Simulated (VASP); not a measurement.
# Te (R-3m) in VASP: further runs

The runs below take Te through single point, with PBE.

All numbers are computed with VASP 6.6.1; they aren't measurements. Logs are shortened: lines on timing, memory, paths and dates and some standing lists are left out, and cuts for length are marked.

### Step 1. The cell of the first run

The structure is trigonal, space group R-3m (No. 166). The conventional cell has a = 3.440 Å, b = 3.440 Å, c = 6.518 Å, α = 90.00°, β = 90.00°, γ = 120.00°. Within 3.9 Å of Te (site symmetry -3m) lie 12 Te at 2.94 to 3.44 Å.

### Step 2. Single point, PBE

Input file INCAR:

```
SYSTEM = Te
ALGO = Normal
EDIFF = 1E-6
ENCUT = 520
GGA = PE
ISIF = 2
ISMEAR = -1
LASPH = .True.
LCHARG = .False.
LREAL = .False.
LWAVE = .False.
NBANDS = 16
NELM = 60
PREC = Accurate
SIGMA = 0.05
```

Input file KPOINTS:

```
k-points
0
Gamma
  7 7 5
  0 0 0
```

Input file POSCAR:

```
Te
1.0
    3.4404962212      0.0000000000      0.0000000000
   -1.7202481106      2.9795571292      0.0000000000
    0.0000000000      0.0000000000      6.5175739934
Te
3
Direct
    0.6666732795      0.6666732795      0.0000000000
    0.0000000000      0.3333267205      0.6666666667
    0.3333267205      0.0000000000      0.3333333333
```

Potentials or basis: VASP PAW PBE potentials, release 64 (Te).

Command:

```sh
cat potpaw_PBE.64/Te/POTCAR > POTCAR
mpirun -np 1 vasp_std > vasp.out
```

OUTCAR:

```text
SYSTEM = Te
   EDIFF = 1E-6
   ENCUT = 520
   GGA = PE
   ISIF = 2
   ISMEAR = -1
   LASPH = .True.
   LREAL = .False.
   NELM = 60
   PREC = Accurate

 ion  position               nearest neighbor table
   1  0.667  0.667  0.000-   3 2.94   2 2.94   2 2.94   3 2.94   2 2.94   3 2.94
   2  0.000  0.333  0.667-   1 2.94   3 2.94   1 2.94   1 2.94   3 2.94   3 2.94
   3  0.333  0.000  0.333-   1 2.94   2 2.94   1 2.94   1 2.94   2 2.94   2 2.94

  LATTYP: Found a hexagonal cell.
 ALAT       =     3.4404962212
 C/A-ratio  =     1.8943703392

  Lattice vectors:

 A1 = (   3.4404962212,   0.0000000000,   0.0000000000)
 A2 = (  -1.7202481106,   2.9795571292,   0.0000000000)
 A3 = (   0.0000000000,   0.0000000000,   6.5175739934)

Analysis of symmetry for initial positions (statically):
=====================================================================
 Subroutine PRICEL returns:
 Original cell was already a primitive cell.

 Routine SETGRP: Setting up the symmetry group for a
 hexagonal supercell.

 Subroutine GETGRP returns: Found  6 space group operations
 (whereof  2 operations were pure point group operations)
 out of a pool of 24 trial point group operations.

The static configuration has the point symmetry C_2 .
 The point group associated with its full space group is D_3 .

Analysis of symmetry for dynamics (positions and initial velocities):
=====================================================================
 Subroutine PRICEL returns:
 Original cell was already a primitive cell.

 Routine SETGRP: Setting up the symmetry group for a
 hexagonal supercell.

 Subroutine GETGRP returns: Found  6 space group operations
 (whereof  2 operations were pure point group operations)
 out of a pool of 24 trial point group operations.

The dynamic configuration has the point symmetry C_2 .
 The point group associated with its full space group is D_3 .

 Subroutine INISYM returns: Found  6 space group operations
 (whereof  2 operations are pure point group operations),
 and found     1 'primitive' translations

----------------------------------------------------------------------------------------

                                     Primitive cell

  volume of cell :      66.8127

  direct lattice vectors                    reciprocal lattice vectors
     3.440496221  0.000000000  0.000000000     0.290655747  0.167810174  0.000000000
    -1.720248111  2.979557129  0.000000000     0.000000000  0.335620348  0.000000000
     0.000000000  0.000000000  6.517573993     0.000000000  0.000000000  0.153431323

  length of vectors
     3.440496221  3.440496221  6.517573993     0.335620348  0.335620348  0.153431323

  position of ions in fractional coordinates (direct lattice)
     0.666673280  0.666673280  0.000000000
     0.000000000  0.333326720  0.666666667
     0.333326720  0.000000000  0.333333333

  ion indices of the primitive-cell ions
   primitive index   ion index
                 1           1
                 2           2
                 3           3

----------------------------------------------------------------------------------------

 KPOINTS: k-points

Automatic generation of k-mesh.
 Grid dimensions read from file:
 generate k-points for:    7    7    5

 Generating k-lattice:

  Cartesian coordinates                     Fractional coordinates (reciprocal lattice)
     0.041522250  0.023972882  0.000000000     0.142857143  0.000000000  0.000000000
     0.000000000  0.047945764  0.000000000     0.000000000  0.142857143  0.000000000
     0.000000000  0.000000000  0.030686265     0.000000000  0.000000000  0.200000000

  Length of vectors
     0.047945764  0.047945764  0.030686265

  Shift w.r.t. Gamma in fractional coordinates (k-lattice)
     0.000000000  0.000000000  0.000000000

 Subroutine IBZKPT returns following result:
 ===========================================

 Found     32 irreducible k-points:

 Following reciprocal coordinates:
            Coordinates               Weight
  0.000000  0.000000  0.000000      1.000000
  0.142857 -0.000000  0.000000      6.000000
  0.285714 -0.000000  0.000000      6.000000
  0.428571 -0.000000  0.000000      6.000000
  0.142857  0.142857  0.000000      6.000000
  0.285714  0.142857  0.000000     12.000000
[... 16 lines left out ...]
  0.000000  0.142857  0.400000      6.000000
  0.285714 -0.000000  0.400000      6.000000
 [... further k-points ...]
   k-points           NKPTS =     32   k-points in BZ     NKDIM =     32   number of bands    NBANDS=     16
   number of dos      NEDOS =    301   number of ions     NIONS =      3
   total plane-waves  NPLWV =  37632
   dimension x,y,z NGX =    28 NGY =   28 NGZ =   48
   dimension x,y,z NGXF=    56 NGYF=   56 NGZF=   96
   ions per type =               3
   NGX,Y,Z   is equivalent  to a cutoff of  13.53, 13.53, 12.24 a.u.
   NGXF,Y,Z  is equivalent  to a cutoff of  27.06, 27.06, 24.49 a.u.
 SYSTEM =  Te
   PREC   = accura    normal or accurate (medium, high low for compatibility)
   ISTART =      0    job   : 0-new  1-cont  2-samecut
   ICHARG =      2    charge: 1-file 2-atom 10-const
   ISPIN  =      1    spin polarized calculation?
   LNONCOLLINEAR =      F non collinear calculations
   LSORBIT =      F    spin-orbit coupling
   LASPH  =      T    aspherical Exc in radial PAW
   ENCUT  =  520.0 eV  38.22 Ry    6.18 a.u.   6.40  6.40 12.12*2*pi/ulx,y,z
   NELM   =     60;   NELMIN=  2; NELMDL= -5     # of ELM steps
   EDIFF  = 0.1E-05   stopping-criterion for ELM
   LREAL  =      F    real-space projection
   EDIFFG = 0.1E-04   stopping-criterion for IOM
   NSW    =      0    number of steps for IOM
   IBRION =     -1    ionic relax: 0-MD 1-quasi-New 2-CG
   NFREE  =      0    steps in history (QN), initial steepest desc. (CG)
   ISIF   =      2    stress and relaxation
   ISYM   =      2    0-nonsym 1-usesym 2-fastsym
   POTIM  = 0.5000    time-step for ionic-motion
   TEBEG  =    0.0;   TEEND  =   0.0 temperature during run
   PSTRESS=    0.0 pullay stress
   NELECT =      18.0000    total number of electrons
   NUPDOWN=      -1.0000    fix difference up-down
   EMIN   =  10.00;   EMAX   =-10.00  energy-range for DOS
   EFERMI =   0.00;   METHOD = LEGACY
   ISMEAR =    -1;   SIGMA  =   0.05  broadening in eV -4-tet -1-fermi 0-gaus
   EFERMI_NEDOS =   21; number of points for ismear=-14 and -15
   IALGO  =     38    algorithm
   IMIX   =      4    mixing-type and parameters
     AMIX     =   0.40;   BMIX     =  1.00
     AMIX_MAG =   1.60;   BMIX_MAG =  1.00
  volume/ion in A,a.u.               =      22.27       150.29
  Fermi-wavevector in a.u.,A,eV,Ry     =   1.057335  1.998074 15.210742  1.117958
  Thomas-Fermi vector in A             =   2.192604
   LORBIT       =      0    0 simple, 1 ext, 2 COOP (PROOUT), +10 PAW based schemes
   GGA     = PE    functional components
   LHFCALC =     F    Hartree Fock is set to
   AEXX    =    0.0000 exact exchange contribution
   IVDW    =     0    specifies the selected vdW correction
   LEPSILON=     F    determine dielectric tensor
   LRPA    =     F    only Hartree local field effects (RPA)
 non-spin polarized calculation
  energy-cutoff  :      520.00
  volume of cell :       66.81
 maximum number of plane-waves:      1816
 NGX is ok and might be reduce to    28
   NGX = 13   NGY = 13   NGZ = 25

 number of electron      18.0000000 magnetization

 Free energy of the ion-electron system (eV)
  ---------------------------------------------------
  ext. energy  EPLUGINS =         0.00000000
  ---------------------------------------------------
  free energy    TOTEN  =        -7.21782793 eV

  energy without entropy =       -7.21270034  energy(sigma->0) =       -7.21526414

 E-fermi :  11.9058     XC(G=0): -11.1524

 val. band max:       11.8882509811   @ k =   0.0000   0.1429   0.4000
 cond. band min:      11.9303489095   @ k =   0.1429  -0.0000   0.0000
 fundamental gap:      0.0420979284
 Fermi energy:        11.9057716055

 k-point     1 :       0.0000    0.0000    0.0000
  band No.  band energies     occupation
      1      -4.6567      2.00000
      2      -1.0533      2.00000
      3      -1.0533      2.00000
      4       9.5354      2.00000
      5       9.5354      2.00000
      6      11.7097      1.96115
[... 8 lines left out ...]
     15      19.4722      0.00000
     16      19.4726      0.00000

 k-point     2 :       0.1429   -0.0000    0.0000
  band No.  band energies     occupation
      1      -4.3258      2.00000
      2      -0.7723      2.00000
      3      -0.7514      2.00000
      4       8.2579      2.00000
      5       8.8955      2.00000
      6      10.2745      2.00000
[... 8 lines left out ...]
     15      18.6158      0.00000
     16      19.2953      0.00000

 k-point     3 :       0.2857   -0.0000    0.0000
  band No.  band energies     occupation
      1      -3.3519      2.00000
      2      -0.1333      2.00000
      3       0.1299      2.00000
      4       5.4572      2.00000
      5       6.9236      2.00000
      6       8.9816      2.00000
[... 8 lines left out ...]
     15      20.3415      0.00000
     16      20.9655      0.00000

 k-point     4 :       0.4286   -0.0000    0.0000
  band No.  band energies     occupation
      1      -1.8352      2.00000
      2      -0.2785      2.00000
      3       1.3365      2.00000
      4       4.4142      2.00000
      5       4.8858      2.00000
      6       6.0684      2.00000
[... 8 lines left out ...]
     15      18.3896      0.00000
     16      18.8568      0.00000

 k-point     5 :       0.1429    0.1429    0.0000
  band No.  band energies     occupation
      1      -3.6725      2.00000
      2      -0.2273      2.00000
      3      -0.2273      2.00000
      4       6.7925      2.00000
      5       6.7926      2.00000
      6       9.8239      2.00000
[... 8 lines left out ...]
     15      19.6441      0.00000
     16      19.6441      0.00000

 k-point     6 :       0.2857    0.1429    0.0000
  band No.  band energies     occupation
      1      -2.4149      2.00000
      2       0.2363      2.00000
      3       0.7436      2.00000
      4       4.7337      2.00000
      5       5.4939      2.00000
      6       7.6574      2.00000
[... 8 lines left out ...]
     15      19.4348      0.00000
     16      20.2804      0.00000

 k-point     7 :       0.4286    0.1429    0.0000
  band No.  band energies     occupation
      1      -0.7729      2.00000
      2      -0.7728      2.00000
      3       1.4231      2.00000
      4       4.7586      2.00000
      5       5.2484      2.00000
      6       5.2484      2.00000
[... 8 lines left out ...]
     15      19.2279      0.00000
     16      19.2279      0.00000

 k-point     8 :       0.2857    0.2857    0.0000
  band No.  band energies     occupation
      1      -0.9769      2.00000
      2       0.4970      2.00000
      3       0.4971      2.00000
      4       5.2004      2.00000
      5       5.2005      2.00000
      6       7.0077      2.00000
[... 8 lines left out ...]
     15      19.3487      0.00000
     16      19.3487      0.00000

 k-point     9 :       0.0000    0.0000    0.2000
  band No.  band energies     occupation
      1      -4.5119      2.00000
      2      -2.3437      2.00000
      3       0.4968      2.00000
      4       7.0691      2.00000
      5      11.3826      1.99994
      6      11.3826      1.99994
[... 8 lines left out ...]
     15      18.7392      0.00000
     16      18.7392      0.00000
[... 172 lines left out ...]
 k-point    19 :       0.4286    0.1429    0.2000
  band No.  band energies     occupation
      1      -0.8601      2.00000
      2      -0.5319      2.00000
      3       1.1048      2.00000
      4       4.1865      2.00000
      5       5.1363      2.00000
      6       6.7036      2.00000
[... 8 lines left out ...]
     15      19.6624      0.00000
     16      20.0749      0.00000

 k-point    20 :       0.2857    0.2857    0.2000
  band No.  band energies     occupation
      1      -0.8785      2.00000
      2       0.1793      2.00000
      3       0.7291      2.00000
      4       4.5617      2.00000
      5       5.7429      2.00000
      6       5.7919      2.00000
[... 8 lines left out ...]
     15      19.4940      0.00000
     16      20.5517      0.00000

 k-point    21 :       0.0000    0.0000    0.4000
  band No.  band energies     occupation
      1      -4.0773      2.00000
      2      -3.3538      2.00000
      3       2.1792      2.00000
      4       4.9024      2.00000
      5      11.2196      2.00000
      6      11.2196      2.00000
[... 8 lines left out ...]
     15      18.3659      0.00000
     16      18.3659      0.00000

 k-point    22 :       0.1429   -0.0000    0.4000
  band No.  band energies     occupation
      1      -3.7520      2.00000
      2      -3.0282      2.00000
      3       2.3132      2.00000
      4       5.1817      2.00000
      5       9.2864      2.00000
      6      10.2171      2.00000
[... 8 lines left out ...]
     15      18.3755      0.00000
     16      19.2226      0.00000

 k-point    23 :       0.0000    0.1429    0.4000
  band No.  band energies     occupation
      1      -3.7478      2.00000
      2      -3.0358      2.00000
      3       2.3526      2.00000
      4       5.1106      2.00000
      5       9.4023      2.00000
      6       9.7690      2.00000
[... 8 lines left out ...]
     15      19.2126      0.00000
     16      19.4898      0.00000

 k-point    24 :       0.2857   -0.0000    0.4000
  band No.  band energies     occupation
      1      -2.8188      2.00000
      2      -2.0616      2.00000
      3       2.1806      2.00000
      4       6.0375      2.00000
      5       6.6569      2.00000
      6       7.2705      2.00000
[... 8 lines left out ...]
     15      19.8904      0.00000
     16      20.0825      0.00000

 [... further k-points ...]

------------------------ aborting loop because EDIFF is reached ----------------------------------------

  FORCE on cell =-STRESS in cart. coord.  units (eV):
  Direction    XX          YY          ZZ          XY          YZ          ZX
  --------------------------------------------------------------------------------------
  -------------------------------------------------------------------------------------
  Total       12.4886999     12.4886999     12.5512666     -0.0000000      0.0000000      0.0000000
  in kB      299.4808386    299.4808386    300.9811964     -0.0000000      0.0000000      0.0000000
  external PRESSURE =     299.9809578 kB  Pullay stress =       0.0000000 kB

 VOLUME and BASIS-vectors are now :
 -----------------------------------------------------------------------------
  energy-cutoff  :      520.00
  volume of cell :       66.81
      direct lattice vectors                 reciprocal lattice vectors
     3.440496221  0.000000000  0.000000000     0.290655747  0.167810174  0.000000000
    -1.720248111  2.979557129  0.000000000     0.000000000  0.335620348  0.000000000
     0.000000000  0.000000000  6.517573993     0.000000000  0.000000000  0.153431323

 POSITION                                       TOTAL-FORCE (eV/Angst)
 -----------------------------------------------------------------------------------
      1.14684      1.98639      0.00000        -0.000049     -0.000084      0.000000
     -0.57340      0.99317      4.34505        -0.000049      0.000084      0.000000
      1.14681      0.00000      2.17252         0.000097     -0.000000     -0.000000
 -----------------------------------------------------------------------------------
    total drift:                                0.000000     -0.000000      0.000000

  FREE ENERGIE OF THE ION-ELECTRON SYSTEM (eV)
  ---------------------------------------------------
  free  energy   TOTEN  =        -7.2178279275 eV

  energy  without entropy=       -7.2127003444  energy(sigma->0) =       -7.21526414
```

Wall time 15 s (1 thread of Intel Xeon 6975P-C (Granite Rapids), shared host); peak memory 0.18 GiB.

Results:

```yaml
Free_energy: -7.2178 eV
Pressure: 30.0 GPa
Band_gap_on_the_k_mesh: zero (bands 9 and 10 overlap by 3.73 eV)
```

Levels at points of the mesh, in eV from the Fermi level:
```tsv
k point	band 7	band 8	band 9	band 10	band 11	band 12
(0.00, 0.00, 0.00)	-0.20	-0.20	-0.20	2.67	2.67	4.53
```

Caveat: the cell stands under pressure; spin-orbit coupling is left out, which moves the levels of the heavy elements.

### Step 3. Single point, PBE

This run uses another cell than the first one, of 23.86 Å³/atom.

Input file INCAR:

```
SYSTEM = Te
PREC = Accurate ; ENCUT = 520
EDIFF = 1E-6 ; ISMEAR = -1
SIGMA = 0.05 ; LREAL = .FALSE.
LASPH = .TRUE. ; NELM = 100
ALGO = Normal ; ISIF = 2
LWAVE = .FALSE. ; LCHARG = .FALSE.
GGA = PE ; NBANDS = 16
```

Input file KPOINTS:

```
Automatic mesh
0
G
  7 7 5
  0 0 0
```

Input file POSCAR:

```
Te
1.0
    3.5421802205      0.0000000000      0.0000000000
   -1.7710901102      3.0676180557      0.0000000000
    0.0000000000      0.0000000000      6.5865887611
Te
3
Direct
    0.6666833759      0.6666833759      0.0000000000
    0.0000000000      0.3333166241      0.6666666667
    0.3333166241      0.0000000000      0.3333333333
```

Potentials or basis: VASP PAW PBE potentials, release 64 (Te).

Command:

```sh
cat potpaw_PBE.64/Te/POTCAR > POTCAR
mpirun -np 1 vasp_std > vasp.out
```

Wall time 21 s (1 thread of Intel Xeon 6975P-C (Granite Rapids), shared host); peak memory 0.19 GiB.

Results (log left out):

- Free energy: -7.9501 eV
- Pressure: 20.0 GPa
- Band gap on the k mesh: zero (bands 9 and 10 overlap by 3.37 eV)

Stress tensor (GPa, compression positive):
```
19.94  0.00  0.00
 0.00 19.94  0.00
 0.00  0.00 20.02
```

Levels at points of the mesh, in eV from the Fermi level:
| k point | band 7 | band 8 | band 9 | band 10 | band 11 | band 12 |
| --- | --- | --- | --- | --- | --- | --- |
| (0.00, 0.00, 0.00) | -0.36 | -0.36 | -0.36 | 2.37 | 2.37 | 4.18 |

Caveat: the cell stands under pressure; spin-orbit coupling is left out, which moves the levels of the heavy elements.

### Step 4. Single point, PBE

This run uses another cell than the first one, of 26.72 Å³/atom.

Input file INCAR:

```
SYSTEM = Te
PREC = Accurate
ENCUT = 520
EDIFF = 1E-7
ISMEAR = -1
SIGMA = 0.05
LREAL = .False.
LASPH = .True.
NELM = 100
ALGO = Normal
ISIF = 2
LWAVE = .False.
LCHARG = .False.
GGA = PE
NBANDS = 16
```

Input file KPOINTS:

```
Automatic mesh
0
Gamma
  7 7 5
  0 0 0
```

Input file POSCAR:

```
Te
1.0
    3.7844423352      0.0000000000      0.0000000000
   -1.8922211676      3.2774232015      0.0000000000
    0.0000000000      0.0000000000      6.4631121272
Te
3
Direct
    0.6666773413      0.6666773413      0.0000000000
    0.0000000000      0.3333226587      0.6666666667
    0.3333226587      0.0000000000      0.3333333333
```

Command:

```sh
cat potpaw_PBE.64/Te/POTCAR > POTCAR
mpirun -np 1 vasp_std > vasp.out
```

It took 22 s on 1 thread of Intel Xeon 6975P-C (Granite Rapids), shared host; peak memory 0.19 GiB.

It converged, with:

```yaml
Free_energy: -8.7228 eV
Pressure: 9.9 GPa
Band_gap_on_the_k_mesh: zero (bands 9 and 10 overlap by 1.99 eV)
```

Levels at points of the mesh, in eV from the Fermi level:
```tsv
k point	band 7	band 8	band 9	band 10	band 11	band 12
(0.00, 0.00, 0.00)	-1.04	-1.04	-1.04	1.77	1.77	3.27
```

Caveat: the cell stands under pressure; spin-orbit coupling is left out, which moves the levels of the heavy elements.

### Step 5. The runs side by side

| cell | gap on the mesh (eV) | pressure (GPa) |
| --- | --- | --- |
| a = 3.440, b = 3.440, c = 6.518 Å, angles 90.0, 90.0, 120.0°, 3 atoms | none | 30.0 |
| a = 3.542, b = 3.542, c = 6.587 Å, angles 90.0, 90.0, 120.0°, 3 atoms | none | 20.0 |
| a = 3.784, b = 3.784, c = 6.463 Å, angles 90.0, 90.0, 120.0°, 3 atoms | none | 9.9 |

Alike in all rows: task single point; level PBE; potentials or basis VASP PAW PBE potentials, release 64 (Te); no spin polarisation; k mesh 7 × 7 × 5; cutoff (eV) 520; smearing fermi-dirac 0.05 eV.

Caveats: the cell stands under pressure; spin-orbit coupling is left out, which moves the levels of the heavy elements.

Absolute energies hang on the potentials; compare differences alone.

The gap in the log of VASP goes by the Fermi energy; the results here count the filled bands.